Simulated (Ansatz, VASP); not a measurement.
# B3As2 in VASP and in Ansatz

```
B As
1.0
     2.28433   -5.55614    0.00000
     2.28433    5.55614    0.00000
     0.00000    0.00000    2.88572
B As
3 2
Direct
  0.69100 0.69100 0.50000
  0.30900 0.30900 0.50000
  0.50000 0.50000 0.00000
  0.85791 0.14209 0.50000
  0.14209 0.85791 0.50000
```

Alike in both runs: task relaxation of cell and atoms; functional PBE; k mesh 10 × 10 × 14; occupations gaussian, width 0.1 eV; no spin polarisation.

|  | VASP | Ansatz |
| --- | --- | --- |
| version | VASP 6.6.1 | Ansatz 0.2.0 |
| potentials or method | VASP PAW PBE potentials, release 64 (B, As), cutoff 600 eV | scalar-relativistic, plane waves, PAW |
| valence electrons in the cell | 19 | 39 |

Ansatz gave:

| Quantity | Value |
| --- | --- |
| gap on the k mesh at the Fermi level, each at its own relaxed structure (eV) | none |
| relaxed volume (Å³/atom) | 14.58 |
| relaxed length of the cell vector where the two differ most in proportion (Å) | 5.980 |

Task: What did VASP give for the same quantities?

Result: gap on the k mesh at the Fermi level, each at its own relaxed structure (eV): none; relaxed volume (Å³/atom): 14.57; relaxed length of the cell vector where the two differ most in proportion (Å): 5.979.

A gap of «none» marks a metal or a gap that the smearing closes. VASP's potentials hold 19 valence electrons a cell and Ansatz's 39, so a difference there can come from the potentials and not from the codes.
